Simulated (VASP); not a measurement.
# LaHg3N2 (P-4m2) in VASP: notebook, part 2 of 3

VASP 6.6.1.

**4. Single point, PBE**

This run uses another cell than the first one, of 24.74 Å³/atom.

Input file INCAR:

```
ALGO = Normal ; EDIFF = 1E-7
ENCUT = 520 ; GGA = PE
ISIF = 2 ; ISMEAR = 0
LASPH = T ; LCHARG = F
LREAL = F ; LWAVE = F
NBANDS = 38 ; NELM = 60
PREC = Accurate ; SIGMA = 0.1
```

Input file KPOINTS:

```
k-points
0
Gamma
  4 4 4
```

Input file POSCAR:

```
LaHg3N2
1.0
    4.5616255064      0.0000000000      0.0000000000
    0.0000000000      4.5616255064      0.0000000000
    0.0000000000      0.0000000000      7.1345081804
La Hg N
1 3 2
Direct
    0.5000000000      0.5000000000      0.0000000000
    0.5000000000      0.0000000000      0.5594903739
    0.0000000000      0.5000000000      0.4405096261
    0.0000000000      0.0000000000      0.0000000000
    0.5000000000      0.0000000000      0.8832769153
    0.0000000000      0.5000000000      0.1167230847
```

Potentials or basis: VASP PAW PBE potentials, release 64 (La, Hg, N).

Command:

```bash
$ cat potpaw_PBE.64/La/POTCAR potpaw_PBE.64/Hg/POTCAR potpaw_PBE.64/N/POTCAR > POTCAR
$ mpirun -np 1 vasp_std > vasp.out
```

OUTCAR:

```text
EDIFF = 1E-7
   ENCUT = 520
   GGA = PE
   ISIF = 2
   ISMEAR = 0
   LASPH = T
   LREAL = F
   NELM = 60
   PREC = Accurate

 ion  position               nearest neighbor table
   1  0.500  0.500  0.000-   5 2.43   6 2.43   5 2.43   6 2.43   4 3.23   4 3.23   4 3.23   4 3.23

   2  0.500  0.000  0.559-   5 2.31   3 3.34   3 3.34   3 3.34   3 3.34
   3  0.000  0.500  0.441-   6 2.31   2 3.34   2 3.34   2 3.34   2 3.34
   4  0.000  0.000  0.000-   5 2.43   6 2.43   6 2.43   5 2.43   1 3.23   1 3.23   1 3.23   1 3.23

   5  0.500  0.000  0.883-   2 2.31   1 2.43   4 2.43   1 2.43   4 2.43
   6  0.000  0.500  0.117-   3 2.31   1 2.43   4 2.43   4 2.43   1 2.43

  LATTYP: Found a simple tetragonal cell.
 ALAT       =     4.5616255064
 C/A-ratio  =     1.5640275973

  Lattice vectors:

 A1 = (   4.5616255064,   0.0000000000,   0.0000000000)
 A2 = (   0.0000000000,   4.5616255064,   0.0000000000)
 A3 = (   0.0000000000,   0.0000000000,   7.1345081804)

Analysis of symmetry for initial positions (statically):
=====================================================================
 Subroutine PRICEL returns:
 Original cell was already a primitive cell.

 Routine SETGRP: Setting up the symmetry group for a
 simple tetragonal supercell.

 Subroutine GETGRP returns: Found  8 space group operations
 (whereof  8 operations were pure point group operations)
 out of a pool of 16 trial point group operations.

The static configuration has the point symmetry D_2d.

Analysis of symmetry for dynamics (positions and initial velocities):
=====================================================================
 Subroutine PRICEL returns:
 Original cell was already a primitive cell.

[... 124 lines left out ...]
   EFERMI_NEDOS =   21; number of points for ismear=-14 and -15
   IALGO  =     38    algorithm
   IMIX   =      4    mixing-type and parameters
     AMIX     =   0.40;   BMIX     =  1.00
     AMIX_MAG =   1.60;   BMIX_MAG =  1.00
  volume/ion in A,a.u.               =      24.74       166.97
  Fermi-wavevector in a.u.,A,eV,Ry     =   1.189868  2.248524 19.262927  1.415785
  Thomas-Fermi vector in A             =   2.325965
   LORBIT       =      0    0 simple, 1 ext, 2 COOP (PROOUT), +10 PAW based schemes
   GGA     = PE    functional components
   LHFCALC =     F    Hartree Fock is set to
   AEXX    =    0.0000 exact exchange contribution
   IVDW    =     0    specifies the selected vdW correction
   LEPSILON=     F    determine dielectric tensor
   LRPA    =     F    only Hartree local field effects (RPA)
 non-spin polarized calculation
 Gauss-broadening in eV      SIGMA  =   0.10
  energy-cutoff  :      520.00
  volume of cell :      148.46
 maximum number of plane-waves:      4012
 NGX is ok and might be reduce to    36
   NGX = 17   NGY = 17   NGZ = 27

 number of electron      57.0000012 magnetization

 Free energy of the ion-electron system (eV)
  ---------------------------------------------------
  ext. energy  EPLUGINS =         0.00000000
  ---------------------------------------------------
  free energy    TOTEN  =       -21.29540150 eV

  energy without entropy =      -21.27779318  energy(sigma->0) =      -21.28659734

 E-fermi :   2.4538     XC(G=0):  -9.3282

 val. band max:        2.4374447952   @ k =   0.5000   0.2500   0.0000
 cond. band min:       2.4855236654   @ k =   0.2500   0.0000   0.2500
 fundamental gap:      0.0480788703
 Fermi energy:         2.4537824658

 k-point     1 :       0.0000    0.0000    0.0000
  band No.  band energies     occupation
      1     -28.6199      2.00000
      2     -12.9397      2.00000
      3     -12.6250      2.00000
      4     -12.6250      2.00000
      5     -10.7102      2.00000
      6     -10.1833      2.00000
[... 727 lines left out ...]
     37       6.4398      0.00000
     38       6.5593      0.00000

------------------------ aborting loop because EDIFF is reached ----------------------------------------

  FORCE on cell =-STRESS in cart. coord.  units (eV):
  Direction    XX          YY          ZZ          XY          YZ          ZX
  --------------------------------------------------------------------------------------
  -------------------------------------------------------------------------------------
  Total       -0.0717194     -0.0717194     -0.0706731      0.0000000      0.0000000      0.0000000
  in kB       -0.7740049     -0.7740049     -0.7627133      0.0000000      0.0000000      0.0000000
  external PRESSURE =      -0.7702410 kB  Pullay stress =       0.0000000 kB

 VOLUME and BASIS-vectors are now :
 -----------------------------------------------------------------------------
  energy-cutoff  :      520.00
  volume of cell :      148.46
      direct lattice vectors                 reciprocal lattice vectors
     4.561625506  0.000000000  0.000000000     0.219220100  0.000000000  0.000000000
     0.000000000  4.561625506  0.000000000     0.000000000  0.219220100  0.000000000
     0.000000000  0.000000000  7.134508180     0.000000000  0.000000000  0.140163831

 POSITION                                       TOTAL-FORCE (eV/Angst)
 -----------------------------------------------------------------------------------
      2.28081      2.28081      0.00000        -0.000000      0.000000     -0.000000
      2.28081      0.00000      3.99169         0.000000     -0.000000     -0.063709
      0.00000      2.28081      3.14282        -0.000000     -0.000000      0.063709
      0.00000      0.00000      0.00000        -0.000000     -0.000000     -0.000000
      2.28081      0.00000      6.30175        -0.000000     -0.000000      0.021415
      0.00000      2.28081      0.83276        -0.000000     -0.000000     -0.021415
 -----------------------------------------------------------------------------------
    total drift:                                0.000000      0.000000      0.000000

  FREE ENERGIE OF THE ION-ELECTRON SYSTEM (eV)
  ---------------------------------------------------
  free  energy   TOTEN  =       -21.2954014970 eV

  energy  without entropy=      -21.2777931813  energy(sigma->0) =      -21.28659734
```

OSZICAR:

```text
N       E                     dE             d eps       ncg     rms          rms(c)
DAV:   1     0.624126135998E+03    0.62413E+03   -0.24511E+04  1390   0.187E+03
DAV:   2     0.837584028896E+02   -0.54037E+03   -0.48473E+03  1582   0.419E+02
DAV:   3    -0.201442548947E+02   -0.10390E+03   -0.96875E+02  1748   0.172E+02
DAV:   4    -0.290158695127E+02   -0.88716E+01   -0.87301E+01  2176   0.505E+01
DAV:   5    -0.294420187377E+02   -0.42615E+00   -0.42508E+00  2170   0.937E+00    0.158E+01
DAV:   6    -0.216392085893E+02    0.78028E+01   -0.52446E+01  2370   0.477E+01    0.903E+00
DAV:   7    -0.214034923471E+02    0.23572E+00   -0.91529E+00  2232   0.199E+01    0.712E+00
DAV:   8    -0.213671912174E+02    0.36301E-01   -0.23819E+00  2168   0.743E+00    0.318E+00
DAV:   9    -0.213429037551E+02    0.24287E-01   -0.13341E+00  2106   0.484E+00    0.160E+00
DAV:  10    -0.212942491131E+02    0.48655E-01   -0.42080E-01  2240   0.320E+00    0.710E-01
DAV:  11    -0.212946556599E+02   -0.40655E-03   -0.31475E-02  2050   0.107E+00    0.242E-01
DAV:  12    -0.212953821887E+02   -0.72653E-03   -0.54304E-03  2408   0.441E-01    0.121E-01
DAV:  13    -0.212953901796E+02   -0.79909E-05   -0.83259E-04  2082   0.192E-01    0.292E-02
DAV:  14    -0.212953988454E+02   -0.86658E-05   -0.18276E-04  2264   0.817E-02    0.104E-02
DAV:  15    -0.212954004082E+02   -0.15628E-05   -0.88069E-06  2110   0.174E-02    0.888E-03
DAV:  16    -0.212954010674E+02   -0.65920E-06   -0.52317E-06  2072   0.117E-02    0.250E-03
DAV:  17    -0.212954015215E+02   -0.45416E-06   -0.16981E-06  2060   0.726E-03    0.145E-03
DAV:  18    -0.212954014970E+02    0.24500E-07   -0.14255E-07  1434   0.303E-03
   1 F= -.21295401E+02 E0= -.21286597E+02  d E =-.176083E-01
```

It took 68 s on 1 thread of Intel Xeon 6975P-C (Granite Rapids), shared host; peak memory 0.31 GiB.

Results:

| Quantity | Value |
| --- | --- |
| Free energy | -21.2954 eV |
| Pressure | -0.1 GPa |
| Largest force | 0.064 eV/Å |
| Band gap on the k mesh | zero (an odd number of electrons rules out a gap without spin polarisation) |

Forces on the atoms (eV/Å):
```
La   0.000  0.000  0.000
Hg   0.000  0.000 -0.064
Hg   0.000  0.000  0.064
Hg   0.000  0.000  0.000
N    0.000  0.000  0.021
N    0.000  0.000 -0.021
```

Caveat: spin-orbit coupling is left out, which moves the levels of the heavy elements.

**5. Relaxation of cell and atoms, PBE**

Input file INCAR:

```
PREC = Accurate
ENCUT = 600
EDIFF = 1E-6
ISMEAR = 0
SIGMA = 0.1
LREAL = F
LASPH = T
NELM = 60
ALGO = Normal
ISIF = 3
LWAVE = F
LCHARG = F
GGA = PE
IBRION = 2
NSW = 90
EDIFFG = -0.04
```

Input file KPOINTS:

```
regular mesh
0
Gamma
  4 4 4
```

Input file POSCAR:

```
LaHg3N2
1.0
    4.5297940912      0.0000000000      0.0000000000
    0.0000000000      4.5297940912      0.0000000000
    0.0000000000      0.0000000000      7.2008065383
La Hg N
1 3 2
Direct
    0.5000000000      0.5000000000      0.0000000000
    0.5000000000      0.0000000000      0.5578853115
    0.0000000000      0.5000000000      0.4421146885
    0.0000000000      0.0000000000      0.0000000000
    0.5000000000      0.0000000000      0.8806375647
    0.0000000000      0.5000000000      0.1193624353
```

Command:

```bash
$ cat potpaw_PBE.64/La/POTCAR potpaw_PBE.64/Hg/POTCAR potpaw_PBE.64/N/POTCAR > POTCAR
$ mpirun -np 1 vasp_std > vasp.out
```

Run time: 12 min. Hardware: 1 thread of Intel Xeon 6975P-C (Granite Rapids), shared host; peak memory 0.38 GiB.

It converged, with:

```
Free energy                           : -21.3168 eV
Relaxed volume                        : 23.11 Å³/atom
Relaxed cell                          : a = 4.621 Å, b = 4.621 Å, c = 6.493 Å, α = 90.00°, β = 90.00°, γ = 90.00°
Space group after relaxing (to 0.1 Å) : P-4m2 (No. 115)
Energy gained by relaxing             : 3.7 meV/atom
Ionic steps                           : 21
Pressure after relaxing               : -0.1 GPa
Largest force after relaxing          : 0.036 eV/Å
Band gap on the k mesh                : zero (an odd number of electrons rules out a gap without spin polarisation)
```

Forces in eV/Å, atoms in the order of the input:
```
La   0.000  0.000  0.000
Hg   0.000  0.000 -0.036
Hg   0.000  0.000  0.036
Hg   0.000  0.000  0.000
N    0.000  0.000 -0.029
N    0.000  0.000  0.029
```

Stress tensor (GPa, compression positive):
```
-0.17  0.00  0.00
 0.00 -0.17  0.00
 0.00  0.00  0.18
```

The path:
```tsv
step	energy change (eV)	largest force (eV/Å)	pressure (GPa)	volume (Å³)
1	0.0000	0.0195	0.26	147.75
2	-0.0027	0.0583	-0.17	148.60
3	-0.0027	0.0617	-0.19	148.64
4	-0.0039	0.0640	-0.11	148.25
5	-0.0051	0.0929	0.10	147.36
6	-0.0061	0.0825	0.08	147.29
7	-0.0080	0.0543	0.02	147.07
8	-0.0070	0.1272	-0.09	146.62
9	-0.0083	0.0561	-0.01	146.92
10	-0.0091	0.0432	-0.09	146.80
11	-0.0103	0.0505	-0.32	146.44
12	-0.0106	0.0519	-0.30	146.30
13	-0.0114	0.0554	-0.26	145.91
14	-0.0129	0.0634	-0.17	145.12
15	-0.0153	0.0821	0.02	143.54
16	-0.0171	0.1215	0.44	140.37
17	-0.0178	0.1170	0.43	140.07
18	-0.0194	0.1013	0.40	139.18
19	-0.0206	0.0657	0.34	137.37
20	-0.0215	0.0544	0.19	137.85
21	-0.0222	0.0357	-0.05	138.66
```

Final structure:
```
La Hg N
1.0
     4.62121    0.00000    0.00000
     0.00000    4.62121    0.00000
     0.00000    0.00000    6.49306
La Hg N
1 3 2
Direct
  0.50000 0.50000 0.00000
  0.50000 0.00000 0.52661
  0.00000 0.50000 0.47339
  0.00000 0.00000 0.00000
  0.50000 0.00000 0.88542
  0.00000 0.50000 0.11458
```

Levels at points of the mesh, in eV from the Fermi level:
| k point | band 26 | band 27 | band 28 | band 29 | band 30 | band 31 | band 32 | band 33 |
| --- | --- | --- | --- | --- | --- | --- | --- | --- |
| (0.00, 0.00, 0.00) | -1.73 | -0.79 | -0.79 | 0.94 | 1.15 | 2.93 | 2.93 | 3.75 |
| (0.50, 0.00, 0.00) | -1.94 | -1.17 | -0.74 | -0.42 | 1.91 | 3.80 | 3.84 | 3.85 |
| (0.50, 0.50, 0.00) | -1.56 | -0.70 | -0.70 | -0.44 | 0.07 | 1.02 | 3.92 | 3.92 |
| (0.00, 0.00, 0.50) | -0.89 | -0.89 | -0.78 | -0.13 | 1.53 | 2.93 | 2.93 | 3.53 |
| (0.50, 0.00, 0.50) | -1.96 | -0.85 | -0.55 | -0.08 | 2.00 | 2.74 | 3.33 | 3.74 |
| (0.50, 0.50, 0.50) | -1.29 | -1.18 | 0.32 | 0.32 | 0.32 | 1.44 | 3.12 | 3.12 |

Caveat: spin-orbit coupling is left out, which moves the levels of the heavy elements.

**6. Single point, PBE**

This run uses another cell than the first one, of 24.08 Å³/atom.

Input file INCAR:

```
  ALGO = Normal
  EDIFF = 1E-7
  ENCUT = 520
  GGA = PE
  ISIF = 2
  ISMEAR = 0
  LASPH = T
  LCHARG = F
  LREAL = F
  LWAVE = F
  NBANDS = 38
  NELM = 100
  PREC = Accurate
  SIGMA = 0.1
```

Input file KPOINTS:

```
k-points
0
Gamma
  8 8 6
```

Input file POSCAR:

```
LaHg3N2
1.0
    4.5643004818      0.0000000000      0.0000000000
    0.0000000000      4.5643004818      0.0000000000
    0.0000000000      0.0000000000      6.9350256658
La Hg N
1 3 2
Direct
    0.5000000000      0.5000000000      0.0000000000
    0.5000000000      0.0000000000      0.5501715205
    0.0000000000      0.5000000000      0.4498284795
    0.0000000000      0.0000000000      0.0000000000
    0.5000000000      0.0000000000      0.8824865818
    0.0000000000      0.5000000000      0.1175134182
```

Potentials or basis: VASP PAW PBE potentials, release 64 (La, Hg, N).

Command:

```bash
$ cat potpaw_PBE.64/La/POTCAR potpaw_PBE.64/Hg/POTCAR potpaw_PBE.64/N/POTCAR > POTCAR
$ mpirun -np 1 vasp_std > vasp.out
```

OUTCAR:

```text
EDIFF = 1E-7
   ENCUT = 520
   GGA = PE
   ISIF = 2
   ISMEAR = 0
   LASPH = T
   LREAL = F
   NELM = 100
   PREC = Accurate

 ion  position               nearest neighbor table
   1  0.500  0.500  0.000-   5 2.42   6 2.42   5 2.42   6 2.42   4 3.23   4 3.23   4 3.23   4 3.23

   2  0.500  0.000  0.550-   5 2.30   3 3.30   3 3.30   3 3.30   3 3.30   4 3.87   4 3.87
   3  0.000  0.500  0.450-   6 2.30   2 3.30   2 3.30   2 3.30   2 3.30   4 3.87   4 3.87
   4  0.000  0.000  0.000-   5 2.42   6 2.42   6 2.42   5 2.42   1 3.23   1 3.23   1 3.23   1 3.23
                             2 3.87   2 3.87   3 3.87   3 3.87
   5  0.500  0.000  0.882-   2 2.30   1 2.42   4 2.42   1 2.42   4 2.42
[... 1194 lines left out ...]
  Total        0.1213503      0.1213503      0.2664713      0.0000000     -0.0000000      0.0000000
  in kB        1.3457201      1.3457201      2.9550473      0.0000000     -0.0000000      0.0000000
  external PRESSURE =       1.8821625 kB  Pullay stress =       0.0000000 kB

 VOLUME and BASIS-vectors are now :
 -----------------------------------------------------------------------------
  energy-cutoff  :      520.00
  volume of cell :      144.48
      direct lattice vectors                 reciprocal lattice vectors
     4.564300482  0.000000000  0.000000000     0.219091623  0.000000000  0.000000000
     0.000000000  4.564300482  0.000000000     0.000000000  0.219091623  0.000000000
     0.000000000  0.000000000  6.935025666     0.000000000  0.000000000  0.144195573

 POSITION                                       TOTAL-FORCE (eV/Angst)
 -----------------------------------------------------------------------------------
      2.28215      2.28215      0.00000         0.000000     -0.000000      0.000000
      2.28215      0.00000      3.81545         0.000000      0.000000     -0.063050
      0.00000      2.28215      3.11957         0.000000      0.000000      0.063050
      0.00000      0.00000      0.00000         0.000000      0.000000      0.000000
      2.28215      0.00000      6.12007         0.000000      0.000000      0.044740
      0.00000      2.28215      0.81496         0.000000      0.000000     -0.044740
 -----------------------------------------------------------------------------------
    total drift:                                0.000000      0.000000      0.000000

  FREE ENERGIE OF THE ION-ELECTRON SYSTEM (eV)
  ---------------------------------------------------
  free  energy   TOTEN  =       -21.3086954621 eV

  energy  without entropy=      -21.2924403472  energy(sigma->0) =      -21.30056790
```

OSZICAR:

```text
N       E                     dE             d eps       ncg     rms          rms(c)
DAV:   1     0.610461410012E+03    0.61046E+03   -0.24564E+04  4710   0.190E+03
DAV:   2     0.803625147004E+02   -0.53010E+03   -0.47556E+03  5240   0.415E+02
DAV:   3    -0.207719859737E+02   -0.10113E+03   -0.95416E+02  6020   0.170E+02
DAV:   4    -0.291413587247E+02   -0.83694E+01   -0.82785E+01  7256   0.491E+01
DAV:   5    -0.294788035053E+02   -0.33744E+00   -0.33670E+00  7398   0.821E+00    0.159E+01
DAV:   6    -0.215120951284E+02    0.79667E+01   -0.52283E+01  7952   0.486E+01    0.905E+00
DAV:   7    -0.214451993928E+02    0.66896E-01   -0.98833E+00  7520   0.207E+01    0.731E+00
DAV:   8    -0.213766754424E+02    0.68524E-01   -0.22194E+00  7214   0.694E+00    0.323E+00
DAV:   9    -0.213454729004E+02    0.31203E-01   -0.12178E+00  6662   0.474E+00    0.140E+00
DAV:  10    -0.213071234646E+02    0.38349E-01   -0.33826E-01  7352   0.295E+00    0.627E-01
DAV:  11    -0.213082515274E+02   -0.11281E-02   -0.24452E-02  7098   0.101E+00    0.255E-01
DAV:  12    -0.213089064057E+02   -0.65488E-03   -0.79214E-03  7448   0.425E-01    0.138E-01
DAV:  13    -0.213086786609E+02    0.22774E-03   -0.17222E-03  6980   0.225E-01    0.276E-02
DAV:  14    -0.213086944277E+02   -0.15767E-04   -0.23417E-04  7432   0.777E-02    0.108E-02
DAV:  15    -0.213086954060E+02   -0.97837E-06   -0.74109E-06  6514   0.177E-02    0.858E-03
DAV:  16    -0.213086954587E+02   -0.52622E-07   -0.47300E-06  7002   0.109E-02    0.311E-03
DAV:  17    -0.213086955337E+02   -0.75064E-07   -0.13300E-06  6704   0.596E-03    0.122E-03
DAV:  18    -0.213086954621E+02    0.71650E-07   -0.19984E-07  4724   0.324E-03
   1 F= -.21308695E+02 E0= -.21300568E+02  d E =-.162551E-01
```

stdout:

```text
POSCAR found type information on POSCAR LaHgN
 POSCAR found :  3 types and       6 ions
 scaLAPACK will be used
 LDA part: xc-table for (Slater+PW92), standard interpolation
 POSCAR, INCAR and KPOINTS ok, starting setup
 FFT: planning ... GRIDC
 FFT: planning ... GRID_SOFT
 FFT: planning ... GRID
 WAVECAR not read
 entering main loop
```

It took 3.7 min on 1 thread of Intel Xeon 6975P-C (Granite Rapids), shared host; peak memory 0.48 GiB.

What came out:

```yaml
Free_energy: -21.3087 eV
Pressure: 0.2 GPa
Largest_force: 0.063 eV/Å
Band_gap_on_the_k_mesh: zero (an odd number of electrons rules out a gap without spin polarisation)
```

Forces on the atoms (eV/Å):
```
La   0.000  0.000  0.000
Hg   0.000  0.000 -0.063
Hg   0.000  0.000  0.063
Hg   0.000  0.000  0.000
N    0.000  0.000  0.045
N    0.000  0.000 -0.045
```

Levels at points of the mesh, in eV from the Fermi level:
| k point | band 26 | band 27 | band 28 | band 29 | band 30 | band 31 | band 32 | band 33 |
| --- | --- | --- | --- | --- | --- | --- | --- | --- |
| (0.00, 0.00, 0.00) | -1.64 | -0.91 | -0.91 | 1.03 | 1.44 | 3.14 | 3.14 | 3.55 |
| (0.50, 0.00, 0.00) | -1.87 | -1.15 | -0.90 | -0.29 | 1.73 | 3.63 | 3.77 | 3.85 |
| (0.50, 0.50, 0.00) | -1.51 | -0.68 | -0.42 | -0.42 | 0.31 | 0.98 | 3.79 | 3.79 |
| (0.00, 0.00, 0.50) | -0.95 | -0.95 | -0.89 | -0.40 | 1.93 | 3.17 | 3.17 | 3.39 |
| (0.50, 0.00, 0.50) | -1.92 | -0.95 | -0.78 | -0.25 | 1.89 | 2.61 | 3.17 | 3.70 |
| (0.50, 0.50, 0.50) | -1.33 | -1.16 | 0.24 | 0.24 | 0.45 | 1.41 | 2.89 | 2.89 |

Caveat: spin-orbit coupling is left out, which moves the levels of the heavy elements.

(Continued in part 3 of 3.)
